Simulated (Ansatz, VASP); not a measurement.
One calculation of TiAl3, two programs

File POSCAR:

```
TiAl3
1.0
    3.9556712500      0.0000000000      0.0000000000
    0.0000000000      3.9556712500      0.0000000000
    0.0000000000      0.0000000000      3.9556712500
Ti Al
1 3
Direct
    0.0000000000      0.0000000000      0.0000000000
    0.5000000000      0.5000000000      0.0000000000
    0.5000000000      0.0000000000      0.5000000000
    0.0000000000      0.5000000000      0.5000000000
```

The input INCAR.step1:

```
SYSTEM = TiAl3
PREC = Accurate ; ENCUT = 600
ISMEAR = 0 ; SIGMA = 0.1
LREAL = .False. ; LASPH = .True.
NELM = 60 ; GGA = PE
ALGO = Normal ; EDIFF = 1E-4
LWAVE = .True. ; LCHARG = .False.
```

File INCAR.step2:

```
SYSTEM = TiAl3
PREC = Accurate ; ENCUT = 600
EDIFF = 1E-7 ; ISMEAR = 0
SIGMA = 0.1 ; LREAL = .False.
LASPH = .True. ; NELM = 60
ALGO = Normal ; ISIF = 3
LWAVE = .False. ; LCHARG = .False.
METAGGA = R2SCAN ; LMIXTAU = .True.
IBRION = 2 ; NSW = 100
EDIFFG = -0.005 ; ISTART = 1
```

Contents of KPOINTS:

```
regular mesh
0
Gamma
  10 10 10
  0 0 0
```

Input for Ansatz:

```yaml
crystal:
  lattice:
    - [3.95567125, 0.0, 0.0]
    - [0.0, 3.95567125, 0.0]
    - [0.0, 0.0, 3.95567125]
  atoms:
    - { symbol: Ti, position: [0.0, 0.0, 0.0] }
    - { symbol: Al, position: [0.5, 0.5, 0.0] }
    - { symbol: Al, position: [0.5, 0.0, 0.5] }
    - { symbol: Al, position: [0.0, 0.5, 0.5] }
basis:
  ecutwfc: 500
kpoints:
  mp_grid: { grid: [10, 10, 10] }
hamiltonian:
  xc: r2scan
scf:
  occupations: { method: gaussian, width: 0.1 }
output:
  forces: true
  stress: true
  eigenvalues: true
relax:
  adjacent_minimum: "off"
  f_tol: 0.005
  max_steps: 80
  cell: { stress_tol: 0.05 }
```

Alike in both runs: task relaxation of cell and atoms; functional r2SCAN; k mesh 10 × 10 × 10; occupations gaussian, width 0.1 eV; no spin polarisation.

```csv
,VASP,Ansatz
version,VASP 6.6.1,Ansatz 0.2.0
potentials or method,"VASP PAW PBE potentials, release 64 (Ti_sv, Al), cutoff 600 eV","scalar-relativistic, plane waves, PAW"
valence electrons in the cell,21,21
```

```tsv
	VASP	Ansatz	Ansatz less VASP
gap on the k mesh at the Fermi level, each at its own relaxed structure (eV)	none	none	-
relaxed volume (Å³/atom)	15.46	15.47	+0.016
relaxed cell length with the largest relative difference (Å)	3.954	3.956	+0.0013
```

VASP's potentials were made for PBE, not for r2SCAN. A gap of «none» marks a metal or a gap that the smearing closes.
